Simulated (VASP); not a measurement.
Set up this calculation in VASP 6.6.1, as the native input.

| Quantity | Value |
| --- | --- |
| Task | single point |
| Functional | PBE |
| Potentials or basis | VASP PAW PBE potentials, release 64 (Yb) |
| Cutoff | 520 eV |
| k mesh | 16 × 16 × 16 |
| Occupations | gaussian, width 0.15 eV |
| Spin | no spin polarisation |
| Dipole correction | no |
| Further INCAR settings | ALGO = Fast; EDIFF = 1e-06; NBANDS = 18 |

The structure of Yb lies in POSCAR:

```
Yb
1.0
    0.0000000000      2.7037673430      2.1446282565
    2.7037673430      0.0000000000      2.1446282565
    2.7037673430      2.7037673430      0.0000000000
Yb
1
Direct
    0.0000000000      0.0000000000      0.0000000000
```

This cell differs from its parent crystal: volume 31.356 Å^3 an atom, c/a of the conventional cell 0.7932.

One way to write it, as run:

INCAR

```
SYSTEM = Yb
PREC = Accurate ; ENCUT = 520
EDIFF = 1E-6 ; ISMEAR = 0
SIGMA = 0.15 ; LREAL = .FALSE.
LASPH = .TRUE. ; NELM = 60
ALGO = Fast ; ISIF = 2
LWAVE = .FALSE. ; LCHARG = .TRUE.
GGA = PE ; LELF = .TRUE.
LVHAR = .TRUE. ; NBANDS = 18
```

KPOINTS

```
regular mesh
0
G
  16 16 16
  0 0 0
```

Potentials or basis: VASP PAW PBE potentials, release 64 (Yb).

The run is started by

```bash
$ cat potpaw_PBE.64/Yb/POTCAR > POTCAR
$ mpirun -np 1 vasp_std > vasp.out
```

It gave:

```json
{
  "Pressure": "2.4 GPa",
  "Band gap on the k mesh": "zero (band 12 reaches 2.25 eV, above the bottom of band 13 at 1.69 eV)"
}
```

Caveat: spin-orbit coupling is left out, which moves the levels of the heavy elements.

It took 5.4 min on 1 thread of Intel(R) Xeon(R) 6975P-C (Granite Rapids) (shared host), peak memory 0.34 GiB.
